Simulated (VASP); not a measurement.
# Fe2Ru (Fd-3m) in VASP: a series of runs

The runs below take Fe2Ru through single point, with PBE.

Everything below comes from runs of VASP 6.6.1. Logs are shortened: lines on timing, memory, paths and dates and some standing lists are left out, and cuts for length are marked.

### Step 1. The cell of the first run

Symmetry: Fd-3m, No. 227, cubic system. The conventional cell has a = 6.587 Å, b = 6.587 Å, c = 6.587 Å, α = 90.00°, β = 90.00°, γ = 90.00°. Within 3.1 Å of Fe (site symmetry -3m) lie 6 Fe at 2.33 Å and 6 Ru at 2.73 Å. Within 3.6 Å of Ru (site symmetry -43m) lie 12 Fe at 2.73 Å and 4 Ru at 2.85 Å.

### Step 2. Single point, PBE, collinear spin, ferrimagnetic start

Contents of INCAR:

```
SYSTEM = Fe2Ru
PREC = Accurate
ENCUT = 520
EDIFF = 1E-6
ISMEAR = 0
SIGMA = 0.1
LREAL = .False.
LASPH = .True.
NELM = 150
ALGO = Fast
ISIF = 2
LWAVE = .False.
LCHARG = .False.
ISPIN = 2
MAGMOM = 1.75 1.75 1.75 1.75 -0.34 -0.34
LORBIT = 11
LMAXMIX = 4
GGA = PE
NBANDS = 43
```

Contents of KPOINTS:

```
regular mesh
0
Gamma
  10 10 10
  0 0 0
```

Contents of POSCAR:

```
Fe2Ru
1.0
    0.0000000000      3.2932755636      3.2932755636
    3.2932755636      0.0000000000      3.2932755636
    3.2932755636      3.2932755636      0.0000000000
Fe Ru
4 2
Direct
    0.1250000000      0.1250000000      0.1250000000
    0.6250000000      0.1250000000      0.1250000000
    0.1250000000      0.1250000000      0.6250000000
    0.1250000000      0.6250000000      0.1250000000
    0.5000000000      0.5000000000      0.5000000000
    0.7500000000      0.7500000000      0.7500000000
```

Potentials or basis: VASP PAW PBE potentials, release 64 (Fe, Ru_pv).

Command:

```bash
> cat potpaw_PBE.64/Fe/POTCAR potpaw_PBE.64/Ru_pv/POTCAR > POTCAR
> mpirun -np 1 vasp_std > vasp.out
```

OUTCAR:

```text
SYSTEM = Fe2Ru
   PREC = Accurate
   ENCUT = 520
   EDIFF = 1E-6
   ISMEAR = 0
   LREAL = .False.
   LASPH = .True.
   NELM = 150
   ISIF = 2
   ISPIN = 2
   LORBIT = 11
   GGA = PE

 ion  position               nearest neighbor table
   1  0.125  0.125  0.125-   2 2.33   3 2.33   4 2.33   3 2.33   4 2.33   2 2.33   6 2.73   5 2.73
                             6 2.73   5 2.73   6 2.73   5 2.73
   2  0.625  0.125  0.125-   1 2.33   3 2.33   4 2.33   1 2.33   3 2.33   4 2.33   5 2.73   6 2.73
                             5 2.73   6 2.73   6 2.73   5 2.73
   3  0.125  0.125  0.625-   1 2.33   1 2.33   2 2.33   4 2.33   4 2.33   2 2.33   6 2.73   5 2.73
                             6 2.73   5 2.73   6 2.73   5 2.73
   4  0.125  0.625  0.125-   1 2.33   3 2.33   1 2.33   2 2.33   3 2.33   2 2.33   6 2.73   5 2.73
                             6 2.73   5 2.73   6 2.73   5 2.73
   5  0.500  0.500  0.500-   1 2.73   3 2.73   4 2.73   1 2.73   2 2.73   3 2.73   2 2.73   4 2.73
                             1 2.73   2 2.73   3 2.73   4 2.73   6 2.85   6 2.85   6 2.85   6 2.85
   6  0.750  0.750  0.750-   2 2.73   4 2.73   1 2.73   2 2.73   3 2.73   1 2.73   3 2.73   4 2.73
                             2 2.73   3 2.73   4 2.73   1 2.73   5 2.85   5 2.85   5 2.85   5 2.85

  LATTYP: Found a face centered cubic cell.
 ALAT       =     6.5865511272

  Lattice vectors:

 A1 = (   0.0000000000,   3.2932755636,   3.2932755636)
 A2 = (   3.2932755636,   0.0000000000,   3.2932755636)
 A3 = (   3.2932755636,   3.2932755636,   0.0000000000)

Analysis of symmetry for initial positions (statically):
=====================================================================
 Subroutine PRICEL returns:
 Original cell was already a primitive cell.

 Routine SETGRP: Setting up the symmetry group for a
 face centered cubic supercell.

 Subroutine GETGRP returns: Found 48 space group operations
 (whereof 24 operations were pure point group operations)
 out of a pool of 48 trial point group operations.

The static configuration has the point symmetry T_d .
 The point group associated with its full space group is O_h .

Analysis of symmetry for dynamics (positions and initial velocities):
=====================================================================
 Subroutine PRICEL returns:
 Original cell was already a primitive cell.

 Routine SETGRP: Setting up the symmetry group for a
 face centered cubic supercell.

 Subroutine GETGRP returns: Found 48 space group operations
 (whereof 24 operations were pure point group operations)
 out of a pool of 48 trial point group operations.

The dynamic configuration has the point symmetry T_d .
 The point group associated with its full space group is O_h .

Analysis of structural, dynamic, and magnetic symmetry:
=====================================================================
[... 162 lines left out ...]
  ext. energy  EPLUGINS =         0.00000000
  ---------------------------------------------------
  free energy    TOTEN  =       -50.74359495 eV

  energy without entropy =      -50.71265288  energy(sigma->0) =      -50.72812392

 E-fermi :   8.8121     XC(G=0): -13.5985

 val. band max:        8.8102969100   @ k =  -0.3000   0.3000   0.0000
 cond. band min:       8.8130004815   @ k =  -0.4000   0.4000   0.2000
 fundamental gap:      0.0027035714
 Fermi energy:         8.8120952338

 spin component 1

 k-point     1 :       0.0000    0.0000    0.0000
  band No.  band energies     occupation
      1     -34.0724      1.00000
      2     -34.0724      1.00000
      3     -34.0724      1.00000
      4     -33.9108      1.00000
      5     -33.9108      1.00000
      6     -33.9108      1.00000
[... 1069 lines left out ...]
     41      12.6463      0.00000
     42      14.1128      0.00000

 [... further k-points ...]

 spin component 2

 k-point     1 :       0.0000    0.0000    0.0000
  band No.  band energies     occupation
      1     -34.2839      1.00000
      2     -34.2839      1.00000
      3     -34.2839      1.00000
      4     -34.1242      1.00000
      5     -34.1242      1.00000
      6     -34.1242      1.00000
[... 1069 lines left out ...]
     41      13.2249      0.00000
     42      14.5706      0.00000

 [... further k-points ...]

 [bands above 42 left out]

------------------------ aborting loop because EDIFF is reached ----------------------------------------

  FORCE on cell =-STRESS in cart. coord.  units (eV):
  Direction    XX          YY          ZZ          XY          YZ          ZX
  --------------------------------------------------------------------------------------
  -------------------------------------------------------------------------------------
  Total       -0.1880489     -0.1880489     -0.1880489      0.0000000      0.0000000      0.0000000
  in kB       -4.2176181     -4.2176181     -4.2176181      0.0000000      0.0000000      0.0000000
  external PRESSURE =      -4.2176181 kB  Pullay stress =       0.0000000 kB

 VOLUME and BASIS-vectors are now :
 -----------------------------------------------------------------------------
  energy-cutoff  :      520.00
  volume of cell :       71.44
      direct lattice vectors                 reciprocal lattice vectors
     0.000000000  3.293275564  3.293275564    -0.151824526  0.151824526  0.151824526
     3.293275564  0.000000000  3.293275564     0.151824526 -0.151824526  0.151824526
     3.293275564  3.293275564  0.000000000     0.151824526  0.151824526 -0.151824526

 POSITION                                       TOTAL-FORCE (eV/Angst)
 -----------------------------------------------------------------------------------
      0.82332      0.82332      0.82332        -0.000000     -0.000000     -0.000000
      0.82332      2.46996      2.46996        -0.000000     -0.000000     -0.000000
      2.46996      2.46996      0.82332        -0.000000     -0.000000     -0.000000
      2.46996      0.82332      2.46996        -0.000000     -0.000000     -0.000000
      3.29328      3.29328      3.29328         0.000000      0.000000      0.000000
      4.93991      4.93991      4.93991        -0.000000     -0.000000     -0.000000
 -----------------------------------------------------------------------------------
    total drift:                                0.000000      0.000000      0.000000

  FREE ENERGIE OF THE ION-ELECTRON SYSTEM (eV)
  ---------------------------------------------------
  free  energy   TOTEN  =       -50.7435949522 eV

  energy  without entropy=      -50.7126528801  energy(sigma->0) =      -50.72812392

 total charge

# of ion       s       p       d       tot
------------------------------------------
    1        0.533   0.620   6.320   7.472
    2        0.533   0.620   6.320   7.472
    3        0.533   0.620   6.320   7.472
    4        0.533   0.620   6.320   7.472
    5        0.355   6.260   5.867  12.482
    6        0.355   6.260   5.867  12.482
--------------------------------------------------
tot          2.843  14.999  37.012  54.854

 magnetization (x)

# of ion       s       p       d       tot
------------------------------------------
    1       -0.001  -0.011   1.657   1.644
    2       -0.001  -0.011   1.657   1.644
    3       -0.001  -0.011   1.657   1.644
    4       -0.001  -0.011   1.657   1.644
    5       -0.015  -0.025  -0.277  -0.317
    6       -0.015  -0.025  -0.277  -0.317
--------------------------------------------------
tot         -0.035  -0.096   6.074   5.944
```

OSZICAR:

```text
N       E                     dE             d eps       ncg     rms          rms(c)
DAV:   1     0.667163979083E+03    0.66716E+03   -0.28314E+04  8228   0.177E+03
DAV:   2    -0.382797948182E+01   -0.67099E+03   -0.64180E+03  8110   0.468E+02
DAV:   3    -0.550736036448E+02   -0.51246E+02   -0.43391E+02  8715   0.153E+02
DAV:   4    -0.569951031008E+02   -0.19215E+01   -0.18793E+01  9255   0.324E+01
DAV:   5    -0.570505380581E+02   -0.55435E-01   -0.55390E-01 11866   0.421E+00    0.296E+01
RMM:   6    -0.593865677137E+02   -0.23360E+01   -0.46468E+01  8269   0.613E+01    0.361E+01
RMM:   7    -0.523201806605E+02    0.70664E+01   -0.13786E+01  8091   0.321E+01    0.146E+01
RMM:   8    -0.506594965492E+02    0.16607E+01   -0.11899E+00  8279   0.872E+00    0.459E+00
RMM:   9    -0.507202579840E+02   -0.60761E-01   -0.29223E-01  8568   0.300E+00    0.293E+00
RMM:  10    -0.507380246395E+02   -0.17767E-01   -0.78171E-02  8396   0.166E+00    0.118E+00
RMM:  11    -0.507427325122E+02   -0.47079E-02   -0.18315E-02  9079   0.791E-01    0.472E-01
RMM:  12    -0.507432235865E+02   -0.49107E-03   -0.44475E-03  9406   0.343E-01    0.262E-01
RMM:  13    -0.507435370153E+02   -0.31343E-03   -0.15499E-03  9199   0.261E-01    0.846E-02
RMM:  14    -0.507435921153E+02   -0.55100E-04   -0.46675E-04 10185   0.105E-01    0.447E-02
RMM:  15    -0.507435970653E+02   -0.49500E-05   -0.10720E-04 11407   0.454E-02    0.160E-02
RMM:  16    -0.507435949301E+02    0.21352E-05   -0.22868E-05 10963   0.177E-02    0.500E-03
RMM:  17    -0.507435949522E+02   -0.22155E-07   -0.48814E-06  7737   0.838E-03
   1 F= -.50743595E+02 E0= -.50728124E+02  d E =-.309421E-01  mag=     5.9829
```

stdout:

```text
POSCAR found type information on POSCAR FeRu
 POSCAR found :  2 types and       6 ions
 scaLAPACK will be used
 LDA part: xc-table for (Slater+PW92), standard interpolation
 POSCAR, INCAR and KPOINTS ok, starting setup
 FFT: planning ... GRIDC
 FFT: planning ... GRID_SOFT
 FFT: planning ... GRID
 WAVECAR not read
 entering main loop
```

It took 5.1 min on 1 thread of Intel Xeon Platinum 8259CL at 2.50GHz (Skylake/Cascade Lake), shared host; peak memory 0.38 GiB.

Results:

- Free energy: -50.7436 eV
- Pressure: -0.4 GPa
- Band gap on the k mesh: zero (filled and empty bands overlap)
- Net moment: 5.98 μB per cell
- Site moments: Fe +1.64; Ru -0.32 μB
- Valence electrons inside the program's atomic spheres: Fe 7.47; Ru 12.48

### Step 3. Single point, PBE, collinear spin, ferrimagnetic start

Contents of INCAR:

```
ALGO = Normal ; EDIFF = 1E-6
ENCUT = 520 ; GGA = PE
ISIF = 2 ; ISMEAR = 0
ISPIN = 2 ; LASPH = True
LCHARG = False ; LMAXMIX = 4
LORBIT = 11 ; LREAL = False
LWAVE = False ; MAGMOM = 1.78 1.78 1.78 1.78 -0.27 -0.27
NBANDS = 43 ; NELM = 150
PREC = Accurate ; SIGMA = 0.1
```

Contents of KPOINTS:

```
k-points
0
Gamma
  4 4 4
```

Contents of POSCAR:

```
Fe2Ru
1.0
    0.0000000000      3.2917343642      3.2917343642
    3.2917343642      0.0000000000      3.2917343642
    3.2917343642      3.2917343642      0.0000000000
Fe Ru
4 2
Direct
    0.6250000000      0.6250000000      0.6250000000
    0.1250000000      0.6250000000      0.6250000000
    0.6250000000      0.6250000000      0.1250000000
    0.6250000000      0.1250000000      0.6250000000
    0.0000000000      0.0000000000      0.0000000000
    0.2500000000      0.2500000000      0.2500000000
```

Potentials or basis: VASP PAW PBE potentials, release 64 (Fe, Ru_pv).

Command:

```bash
> cat potpaw_PBE.64/Fe/POTCAR potpaw_PBE.64/Ru_pv/POTCAR > POTCAR
> mpirun -np 1 vasp_std > vasp.out
```

It took 78 s on 1 thread of Oxide Virtual Turin-like, shared host; peak memory 0.22 GiB.

Results (log left out):

| Quantity | Value |
| --- | --- |
| Free energy | -50.7046 eV |
| Pressure | -0.4 GPa |
| Net moment | 5.73 μB per cell |
| Site moments | Fe +1.59; Ru -0.34 μB |
| Valence electrons inside the program's atomic spheres | Fe 7.48; Ru 12.48 |

Levels at points of the mesh, in eV from the Fermi level:
Spin up:
```csv
k point,band 28,band 29,band 30,band 31,band 32,band 33,band 34,band 35,band 36,band 37
"(0.00, 0.00, 0.00)",-1.29,-1.29,-0.31,-0.31,-0.31,0.66,0.66,0.70,0.70,0.70
"(0.50, 0.00, 0.00)",-1.32,-1.32,-0.93,-0.93,-0.60,-0.45,0.31,0.31,0.70,0.70
"(0.50, 0.50, 0.00)",-1.14,-1.10,-1.10,-0.63,-0.63,0.00,0.00,0.42,0.42,0.45
```
Spin down:
```tsv
k point	band 24	band 25	band 26	band 27	band 28	band 29	band 30	band 31
(0.00, 0.00, 0.00)	-1.13	-0.79	-0.79	0.72	0.72	0.72	1.24	1.24
(0.50, 0.00, 0.00)	-1.23	-0.58	-0.53	-0.53	0.10	0.10	0.46	0.63
(0.50, 0.50, 0.00)	-1.12	-0.74	-0.74	0.12	0.12	0.47	0.47	0.83
```

Caveat: the k points lie up to 0.41 Å⁻¹ apart.

The gap in the log of VASP goes by the Fermi energy; the results here count the filled bands.